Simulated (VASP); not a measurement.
**Ta4H3: single point with PBE**

The system is Ta4H3.

```
Ta H
1.0
     6.65402    0.00000    0.00000
     0.00000    6.65402    0.00000
     0.00000    0.00000    2.95295
Ta H
4 3
Cartesian
  4.6816 0.0000 0.0000
  1.9725 0.0000 0.0000
  0.0000 1.9725 0.0000
  0.0000 4.6816 0.0000
  0.0000 0.0000 1.9848
  0.0000 0.0000 0.9681
  0.0000 0.0000 0.0000
```

The cell was generated, and may not be a known phase.

* Program: VASP 6.6.1
* Task: single point
* Functional: PBE
* Potentials or basis: VASP PAW PBE potentials, release 64 (Ta_pv, H)
* Cutoff: 500 eV
* k mesh: 3 × 3 × 5
* Occupations: gaussian, width 0.2 eV
* Spin: no spin polarisation
* Dipole correction: no
* Further INCAR settings: ALGO = Normal; EDIFF = 1e-06; NBANDS = 32

| Property | Result |
| --- | --- |
| Pressure | 0.0 GPa |
| Largest force | 0.011 eV/Å |
| Band gap on the k mesh | zero (an odd number of electrons rules out a gap without spin polarisation) |

Forces in eV/Å, atoms in the order of the input:
```
Ta  -0.007  0.000  0.000
Ta   0.007  0.000  0.000
Ta   0.000  0.007  0.000
Ta   0.000 -0.007  0.000
H    0.000  0.000 -0.011
H    0.000  0.000  0.011
H    0.000  0.000  0.000
```

Levels at points of the mesh, in eV from the Fermi level:
```
           k point  band 21  band 22  band 23  band 24  band 25  band 26
(0.00, 0.00, 0.00)    -0.95    -0.91    -0.90    -0.57    -0.09    -0.09
```

It took 110 s on 1 thread of Intel Xeon 8259CL, with other jobs on the host, peak memory 0.21 GiB.

Caveat: the k points lie up to 0.43 Å⁻¹ apart, too coarse for converged energies and pressures of a metal; spin-orbit coupling is left out, which moves the levels of the heavy elements; an odd number of electrons without spin polarisation forces a metal; a magnetic or distorted state may lie lower.
